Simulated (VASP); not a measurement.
# YPtC4N4 (P-43m) in VASP: further runs, part 2 of 2

VASP 6.6.1.

## (4) Relaxation of cell and atoms, PBE

Contents of INCAR:

```
PREC = Accurate
ENCUT = 600
EDIFF = 1E-7
ISMEAR = 0
SIGMA = 0.1
LREAL = False
LASPH = True
NELM = 80
ALGO = Normal
ISIF = 3
LWAVE = False
LCHARG = False
GGA = PE
IBRION = 2
NSW = 90
EDIFFG = -0.04
```

Contents of KPOINTS:

```
Automatic mesh
0
Gamma
  4 4 4
```

Contents of POSCAR:

```
YPtC4N4
1.0
    6.1164487500      0.0000000000      0.0000000000
    0.0000000000      6.1164487500      0.0000000000
    0.0000000000      0.0000000000      6.1164487500
Y Pt C N
1 1 4 4
Direct
    0.5000000000      0.5000000000      0.5000000000
    0.0000000000      0.0000000000      0.0000000000
    0.1809514800      0.1809514800      0.1809514800
    0.1809514800      0.8190485200      0.8190485200
    0.8190485200      0.1809514800      0.8190485200
    0.8190485200      0.8190485200      0.1809514800
    0.2913913500      0.2913913500      0.2913913500
    0.2913913500      0.7086086500      0.7086086500
    0.7086086500      0.2913913500      0.7086086500
    0.7086086500      0.7086086500      0.2913913500
```

Potentials or basis: VASP PAW PBE potentials, release 64 (Y_sv, Pt, C, N).

Started as:

```
cat potpaw_PBE.64/Y_sv/POTCAR potpaw_PBE.64/Pt/POTCAR potpaw_PBE.64/C/POTCAR potpaw_PBE.64/N/POTCAR > POTCAR
mpirun -np 1 vasp_std > vasp.out
```

OUTCAR:

```text
PREC = Accurate
   ENCUT = 600
   EDIFF = 1E-7
   ISMEAR = 0
   LREAL = False
   LASPH = True
   NELM = 80
   ISIF = 3
   GGA = PE
   IBRION = 2
   NSW = 90
   EDIFFG = -0.04

 ion  position               nearest neighbor table
   1  0.500  0.500  0.500-   7 2.21   8 2.21   9 2.21  10 2.21
   2  0.000  0.000  0.000-   3 1.92   4 1.92   5 1.92   6 1.92
   3  0.181  0.181  0.181-   7 1.17   2 1.92
   4  0.181  0.819  0.819-   8 1.17   2 1.92
   5  0.819  0.181  0.819-   9 1.17   2 1.92
   6  0.819  0.819  0.181-  10 1.17   2 1.92
   7  0.291  0.291  0.291-   3 1.17   1 2.21
   8  0.291  0.709  0.709-   4 1.17   1 2.21
   9  0.709  0.291  0.709-   5 1.17   1 2.21
  10  0.709  0.709  0.291-   6 1.17   1 2.21

  LATTYP: Found a simple cubic cell.
 ALAT       =     6.1164487500

  Lattice vectors:

[... 307 lines left out ...]
  free  energy   TOTEN  =       -82.0987585705 eV

  energy  without entropy=      -82.0164734048  energy(sigma->0) =      -82.05761599

[... ionic steps 4 to 8 ...]

--------------------------------------- Ionic step        9  -------------------------------------------

 number of electron      57.0000001 magnetization

------------------------ aborting loop because EDIFF is reached ----------------------------------------
[... 83 lines left out ...]
--------------------------------------- Ionic step       11  -------------------------------------------

 number of electron      57.0000000 magnetization

 Free energy of the ion-electron system (eV)
  ---------------------------------------------------
  ext. energy  EPLUGINS =         0.00000000
  ---------------------------------------------------
  free energy    TOTEN  =       -82.26883464 eV

  energy without entropy =      -82.18192864  energy(sigma->0) =      -82.22538164

 E-fermi :  -1.0628     XC(G=0):  -6.8307

 val. band max:       -1.0654640556   @ k =   0.5000   0.5000   0.2500
 cond. band min:      -1.0576733657   @ k =   0.5000   0.5000   0.5000
 fundamental gap:      0.0077906900
 Fermi energy:        -1.0627517143

 k-point     1 :       0.0000    0.0000    0.0000
  band No.  band energies     occupation
      1     -43.3319      2.00000
      2     -23.4365      2.00000
      3     -23.4365      2.00000
      4     -23.4365      2.00000
      5     -18.4107      2.00000
      6     -18.2860      2.00000
[... 396 lines left out ...]
  FREE ENERGIE OF THE ION-ELECTRON SYSTEM (eV)
  ---------------------------------------------------
  free  energy   TOTEN  =       -82.2688346412 eV

  energy  without entropy=      -82.1819286446  energy(sigma->0) =      -82.22538164

 reached required accuracy - stopping structural energy minimisation
```

Run time: 9.9 min. Hardware: 1 thread of Intel Xeon 6975P-C (Granite Rapids), shared host; peak memory 0.49 GiB.

What came out:

* Free energy: -82.2688 eV
* Relaxed volume: 24.32 Å³/atom
* Relaxed cell: a = 6.242 Å, b = 6.242 Å, c = 6.242 Å, α = 90.00°, β = 90.00°, γ = 90.00°
* Space group after relaxing (to 0.1 Å): P-43m (No. 215)
* Energy gained by relaxing: 26.0 meV/atom
* Ionic steps: 11
* Pressure after relaxing: 0.0 GPa
* Largest force after relaxing: 0.034 eV/Å
* Band gap on the k mesh: zero (an odd number of electrons rules out a gap without spin polarisation)

Forces in eV/Å, atoms in the order of the input:
```
Y    0.000  0.000  0.000
Pt   0.000  0.000  0.000
C    0.017  0.017  0.017
C    0.017 -0.017 -0.017
C   -0.017  0.017 -0.017
C   -0.017 -0.017  0.017
N    0.020  0.020  0.020
N    0.020 -0.020 -0.020
N   -0.020  0.020 -0.020
N   -0.020 -0.020  0.020
```

The path:
| step | energy change (eV) | largest force (eV/Å) | pressure (GPa) | volume (Å³) |
| --- | --- | --- | --- | --- |
| 1 | 0.0000 | 1.8013 | 5.43 | 228.82 |
| 2 | 3.0750 | 9.3581 | -9.62 | 255.50 |
| 3 | -0.0898 | 1.8255 | 2.08 | 232.35 |
| 4 | -0.0927 | 1.5521 | 2.47 | 231.86 |
| 5 | -0.1880 | 0.3424 | -1.92 | 252.91 |
| 6 | -0.2575 | 0.3023 | -0.41 | 244.08 |
| 7 | -0.2575 | 0.3229 | -0.36 | 243.83 |
| 8 | -0.1854 | 2.0408 | 2.21 | 240.70 |
| 9 | -0.2592 | 0.0598 | -0.04 | 243.41 |
| 10 | -0.2592 | 0.0655 | -0.04 | 243.40 |
| 11 | -0.2598 | 0.0340 | -0.01 | 243.22 |

Final structure:
```
Y Pt C N
1.0
     6.24211    0.00000    0.00000
     0.00000    6.24211    0.00000
     0.00000    0.00000    6.24211
Y Pt C N
1 1 4 4
Direct
  0.50000 0.50000 0.50000
  0.00000 0.00000 0.00000
  0.18331 0.18331 0.18331
  0.18331 0.81669 0.81669
  0.81669 0.18331 0.81669
  0.81669 0.81669 0.18331
  0.29315 0.29315 0.29315
  0.29315 0.70685 0.70685
  0.70685 0.29315 0.70685
  0.70685 0.70685 0.29315
```

Caveat: spin-orbit coupling is left out, which moves the levels of the heavy elements.

## (5) Single point, PBE, collinear spin

This run uses another cell than the first one, of 24.27 Å³/atom.

Contents of INCAR:

```
SYSTEM = YPtC4N4
ALGO = Normal
EDIFF = 1E-6
ENCUT = 520
GGA = PE
ISIF = 2
ISMEAR = 0
ISPIN = 2
LASPH = .TRUE.
LCHARG = .FALSE.
LMAXMIX = 4
LORBIT = 11
LREAL = .FALSE.
LWAVE = .FALSE.
MAGMOM = 0 1 0 0 0 0 0 0 0 0
NBANDS = 44
NELM = 150
PREC = Accurate
SIGMA = 0.1
```

Contents of KPOINTS:

```
k-points
0
G
  4 4 4
  0 0 0
```

Contents of POSCAR:

```
YPtC4N4
1.0
    6.2374988996      0.0000000000      0.0000000000
    0.0000000000      6.2374988996      0.0000000000
    0.0000000000      0.0000000000      6.2374988996
Y Pt C N
1 1 4 4
Direct
    0.5000000000      0.5000000000      0.5000000000
    0.0000000000      0.0000000000      0.0000000000
    0.1836279357      0.1836279357      0.1836279357
    0.1836279357      0.8163720643      0.8163720643
    0.8163720643      0.1836279357      0.8163720643
    0.8163720643      0.8163720643      0.1836279357
    0.2932833116      0.2932833116      0.2932833116
    0.2932833116      0.7067166884      0.7067166884
    0.7067166884      0.2932833116      0.7067166884
    0.7067166884      0.7067166884      0.2932833116
```

Started as:

```
cat potpaw_PBE.64/Y_sv/POTCAR potpaw_PBE.64/Pt/POTCAR potpaw_PBE.64/C/POTCAR potpaw_PBE.64/N/POTCAR > POTCAR
mpirun -np 1 vasp_std > vasp.out
```

Wall time 2.3 min (1 thread of Intel Xeon 6975P-C (Granite Rapids), shared host); peak memory 0.51 GiB.

It converged, with:

| Property | Result |
| --- | --- |
| Free energy | -82.3002 eV |
| Pressure | 0.4 GPa |
| Largest force | 0.270 eV/Å |
| Band gap on the k mesh | zero (filled and empty bands overlap) |
| Net moment | 1.00 μB per cell |
| Site moments | Y +0.01; Pt +0.49; C +0.02; N +0.04 μB |
| Valence electrons inside the program's atomic spheres | Y 9.65; Pt 9.74; C 2.53; N 3.92 |

Forces on the atoms (eV/Å):
```
Y    0.000  0.000  0.000
Pt   0.000  0.000  0.000
C   -0.140 -0.140 -0.140
C   -0.140  0.140  0.140
C    0.140 -0.140  0.140
C    0.140  0.140 -0.140
N    0.156  0.156  0.156
N    0.156 -0.156 -0.156
N   -0.156  0.156 -0.156
N   -0.156 -0.156  0.156
```

Levels at points of the mesh, in eV from the Fermi level:
Spin up:
| k point | band 26 | band 27 | band 28 | band 29 | band 30 | band 31 | band 32 | band 33 |
| --- | --- | --- | --- | --- | --- | --- | --- | --- |
| (0.00, 0.00, 0.00) | -2.40 | -0.33 | -0.33 | -0.33 | 2.99 | 2.99 | 3.42 | 3.42 |
| (0.50, 0.00, 0.00) | -2.12 | -0.45 | -0.32 | -0.32 | 2.67 | 2.96 | 3.53 | 3.53 |
| (0.50, 0.50, 0.00) | -2.08 | -0.42 | -0.24 | -0.24 | 2.63 | 3.03 | 3.51 | 3.51 |
| (0.50, 0.50, 0.50) | -2.30 | -0.22 | -0.22 | -0.22 | 2.99 | 2.99 | 3.70 | 3.70 |
Spin down:
```csv
k point,band 26,band 27,band 28,band 29,band 30,band 31
"(0.00, 0.00, 0.00)",-2.26,-0.06,-0.06,-0.06,3.02,3.02
"(0.50, 0.00, 0.00)",-1.99,-0.19,-0.04,-0.04,2.71,3.03
"(0.50, 0.50, 0.00)",-1.95,-0.15,0.04,0.04,2.67,3.11
"(0.50, 0.50, 0.50)",-2.17,0.05,0.05,0.05,3.02,3.02
```

Caveat: spin-orbit coupling is left out, which moves the levels of the heavy elements.

## (6) Summary

| task | spin | cell | cutoff (eV) | gap on the mesh (eV) | pressure (GPa) | largest force (eV/Å) |
| --- | --- | --- | --- | --- | --- | --- |
| single point | off | a = 6.116 Å, 10 atoms, atomic positions A | 520 | none | 5.5 | 1.82 |
| single point | off | a = 6.237 Å, 10 atoms, atomic positions B | 520 | none | 0.4 | 0.29 |
| relaxation of cell and atoms | off | relaxed from a = 6.116 Å, 10 atoms, atomic positions A | 600 | none | 0.0 | 0.03 |
| single point | collinear | a = 6.237 Å, 10 atoms, atomic positions B | 520 | none | 0.4 | 0.27 |

Alike in all rows: level PBE; potentials or basis VASP PAW PBE potentials, release 64 (Y_sv, Pt, C, N); k mesh 4 × 4 × 4; smearing gaussian 0.1 eV.

Caveats: spin-orbit coupling is left out, which moves the levels of the heavy elements; the cell stands under pressure (at least some runs); forces of over 1 eV/Å act on the atoms, so gaps and moduli don't describe the material at rest (at least some runs).

Total energies depend on the potentials used, so only differences within one code and one set of settings carry meaning.
